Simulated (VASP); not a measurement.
# Ga (I4/mmm) in VASP: a series of runs, part 2 of 2

VASP 6.6.1.

### 3 Single point, r2SCAN (strain +0.030 along x and y, -0.030 along z)

File POSCAR:

```
Ga
1.0
   -1.4461200000      1.4461200000      2.1621300000
    1.4461200000     -1.4461200000      2.1621300000
    1.4461200000      1.4461200000     -2.1621300000
Ga
1
Direct
    0.0000000000      0.0000000000      0.0000000000
```

File INCAR.step1:

```
SYSTEM = Ga
  ALGO = Normal
  EDIFF = 1E-4
  ENCUT = 520
  GGA = PE
  ISMEAR = 0
  LASPH = .TRUE.
  LCHARG = .FALSE.
  LREAL = .FALSE.
  LWAVE = .TRUE.
  NBANDS = 12
  NELM = 100
  PREC = Accurate
  SIGMA = 0.15
```

File INCAR.step2:

```
SYSTEM = Ga
  ALGO = Normal
  EDIFF = 1E-6
  ENCUT = 520
  ISIF = 2
  ISMEAR = 0
  ISTART = 1
  LASPH = .TRUE.
  LCHARG = .FALSE.
  LMIXTAU = .TRUE.
  LREAL = .FALSE.
  LWAVE = .FALSE.
  METAGGA = R2SCAN
  NBANDS = 12
  NELM = 100
  PREC = Accurate
  SIGMA = 0.15
```

File KPOINTS:

```
k-points
0
G
  24 24 24
  0 0 0
```

Potentials or basis: VASP PAW PBE potentials, release 64 (Ga_d).

On the command line:

```bash
cat potpaw_PBE.64/Ga_d/POTCAR > POTCAR
cp INCAR.step1 INCAR
mpirun -np 1 vasp_std > vasp.out
cp INCAR.step2 INCAR
mpirun -np 1 vasp_std > vasp.out
```

OUTCAR:

```text
SYSTEM = Ga
   EDIFF = 1E-6
   ENCUT = 520
   ISIF = 2
   ISMEAR = 0
   ISTART = 1
   LASPH = .TRUE.
   LREAL = .FALSE.
   METAGGA = R2SCAN
   NELM = 100
   PREC = Accurate

 ion  position               nearest neighbor table
   1  0.000  0.000  0.000-

  LATTYP: Found a body centered tetragonal cell.
 ALAT       =     2.8922400000
 C/A-ratio  =     1.4951248859

  Lattice vectors:

 A1 = (  -1.4461200000,   1.4461200000,   2.1621300000)
 A2 = (   1.4461200000,  -1.4461200000,   2.1621300000)
 A3 = (   1.4461200000,   1.4461200000,  -2.1621300000)

Analysis of symmetry for initial positions (statically):
=====================================================================
 Subroutine PRICEL returns:
 Original cell was already a primitive cell.

 Routine SETGRP: Setting up the symmetry group for a
 body centered tetragonal supercell.

 Subroutine GETGRP returns: Found 16 space group operations
 (whereof 16 operations were pure point group operations)
 out of a pool of 16 trial point group operations.

[... 168 lines left out ...]
 k-point     1 :       0.0000    0.0000    0.0000
  band No.  band energies     occupation
      1      -9.6715      2.00000
      2      -9.6134      2.00000
      3      -9.6134      2.00000
      4      -9.5272      2.00000
      5      -9.4610      2.00000
      6      -6.1356      2.00000
      7      19.2869      0.00000
      8      19.2870      0.00000
      9      19.4216      0.00000
     10      22.7855      0.00000
     11      22.8515      0.00000
     12      23.2291      0.00000
[... 331 lines left out ...]
 k-point    24 :       0.4583    0.0417    0.0000
  band No.  band energies     occupation
      1      -9.7312      2.00000
      2      -9.6521      2.00000
      3      -9.6007      2.00000
      4      -9.3888      2.00000
      5      -9.3684      2.00000
      6       0.2062      2.00000
      7       2.0190      2.00000
      8      15.7298      0.00000
      9      16.8619      0.00000
     10      20.3041      0.00000
     11      21.0212      0.00000
     12      22.8147      0.00000

 [... further k-points ...]

------------------------ aborting loop because EDIFF is reached ----------------------------------------

  FORCE on cell =-STRESS in cart. coord.  units (eV):
  Direction    XX          YY          ZZ          XY          YZ          ZX
  --------------------------------------------------------------------------------------
  -------------------------------------------------------------------------------------
  Total       -0.1061966     -0.1061966     -0.0425917      0.0000000     -0.0000000      0.0000000
  in kB       -9.4074242     -9.4074242     -3.7729861      0.0000000     -0.0000000      0.0000000
  external PRESSURE =      -7.5292781 kB  Pullay stress =       0.0000000 kB

 VOLUME and BASIS-vectors are now :
 -----------------------------------------------------------------------------
  energy-cutoff  :      520.00
  volume of cell :       18.09
      direct lattice vectors                 reciprocal lattice vectors
    -1.446120000  1.446120000  2.162130000     0.000000000  0.345752773  0.231253440
     1.446120000 -1.446120000  2.162130000     0.345752773  0.000000000  0.231253440
     1.446120000  1.446120000 -2.162130000     0.345752773  0.345752773  0.000000000

 POSITION                                       TOTAL-FORCE (eV/Angst)
 -----------------------------------------------------------------------------------
      0.00000      0.00000      0.00000         0.000000     -0.000000      0.000000
 -----------------------------------------------------------------------------------
    total drift:                                0.000000      0.000000      0.000000

  FREE ENERGIE OF THE ION-ELECTRON SYSTEM (eV)
  ---------------------------------------------------
  free  energy   TOTEN  =       -11.3091104032 eV

  energy  without entropy=      -11.3057713467  energy(sigma->0) =      -11.30744087
```

OUTCAR.step1:

```text
SYSTEM = Ga
   EDIFF = 1E-4
   ENCUT = 520
   GGA = PE
   ISMEAR = 0
   LASPH = .TRUE.
[... 579 lines left out ...]
 -----------------------------------------------------------------------------------
      0.00000      0.00000      0.00000         0.000000     -0.000000      0.000000
 -----------------------------------------------------------------------------------
    total drift:                               -0.000000      0.000000      0.000000

  FREE ENERGIE OF THE ION-ELECTRON SYSTEM (eV)
  ---------------------------------------------------
  free  energy   TOTEN  =        -2.8844355237 eV

  energy  without entropy=       -2.8808652208  energy(sigma->0) =       -2.88265037
```

OSZICAR.step1:

```text
N       E                     dE             d eps       ncg     rms          rms(c)
DAV:   1     0.435020836467E+02    0.43502E+02   -0.66951E+03 27776   0.191E+03
DAV:   2    -0.785448057713E+00   -0.44288E+02   -0.42623E+02 26784   0.263E+02
DAV:   3    -0.289655596950E+01   -0.21111E+01   -0.21051E+01 29408   0.454E+01
DAV:   4    -0.291355904238E+01   -0.17003E-01   -0.17001E-01 29396   0.434E+00
DAV:   5    -0.291373907935E+01   -0.18004E-03   -0.18003E-03 30452   0.431E-01    0.875E-01
DAV:   6    -0.289050505934E+01    0.23234E-01   -0.36052E-02 31820   0.391E+00    0.443E-01
DAV:   7    -0.288504134335E+01    0.54637E-02   -0.69673E-03 37020   0.143E+00    0.120E-01
DAV:   8    -0.288443195669E+01    0.60939E-03   -0.64267E-04 28936   0.465E-01    0.874E-03
DAV:   9    -0.288443552373E+01   -0.35670E-05   -0.55139E-06 18568   0.383E-02
   1 F= -.28844355E+01 E0= -.28826504E+01  d E =-.357030E-02
```

Wall time 13 min (1 thread of Intel Xeon Platinum 8259CL at 2.50GHz (Skylake/Cascade Lake), shared host); peak memory 0.33 GiB.

Results:

| Item | Value |
| --- | --- |
| Free energy | -11.3091 eV |
| Pressure | -0.8 GPa |

Caveat: the cell differs from its parent crystal (strain +0.030 along x and y, -0.030 along z); the PAW data sets were made with another functional, which shifts forces and pressure a little.
